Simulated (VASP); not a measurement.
# ZnO (zincite): single point with BLYP

**Experimental background.**

“Electronic structure of alkaline earth and post-transition metal oxides”, 2009, arxiv:0908.1581 quotes, for a bulk crystal of ZnO: band gap 3.37 eV.

Crystal: ZnO (zincite).

```
Zn O
1.0
     3.31308    0.00000    0.00000
    -1.65654    2.86921    0.00000
     0.00000    0.00000    5.35887
Zn O
2 2
Direct
  0.66667 0.33333 0.00023
  0.33333 0.66667 0.50023
  0.33333 0.66667 0.87878
  0.66667 0.33333 0.37878
```

```
Program             : VASP 6.6.1
Task                : single point
Functional          : BLYP
Potentials or basis : VASP PAW PBE potentials, release 64 (Zn, O)
Cutoff              : 520 eV
k mesh              : 9 × 9 × 5
Occupations         : fermi-dirac, width 0.05 eV
Spin                : no spin polarisation
```

The pressure is 0.7 GPa. The band gap on the k mesh is 0.83 eV, direct.

Levels at points of the mesh, in eV from the valence-band top:
| k point | band 14 | band 15 | band 16 | band 17 | band 18 | band 19 | band 20 | band 21 | band 22 | band 23 |
| --- | --- | --- | --- | --- | --- | --- | --- | --- | --- | --- |
| (0.00, 0.00, 0.00) | -0.71 | -0.71 | -0.07 | 0.00 | 0.00 | 0.83 | 5.03 | 8.11 | 12.59 | 12.59 |

Wall time 110 s on 1 thread of Intel(R) Xeon(R) Platinum 8488C (Sapphire Rapids) (shared host), peak memory 0.18 GiB.

Measured gap of ZnO: 3.37 eV (quoted in “Electronic structure of alkaline earth and post-transition metal oxides”, 2009, arxiv:0908.1581). This calculation gives 0.83 eV (-2.54 eV). So large a miss can be the level of theory's own, or it may mean another phase, state or a wrong row. The value is that of BLYP, without temperature or zero-point motion. Semilocal functionals fall short of measured gaps as a rule.

Caveat: the PAW data sets were made with another functional, which shifts forces and pressure a little.
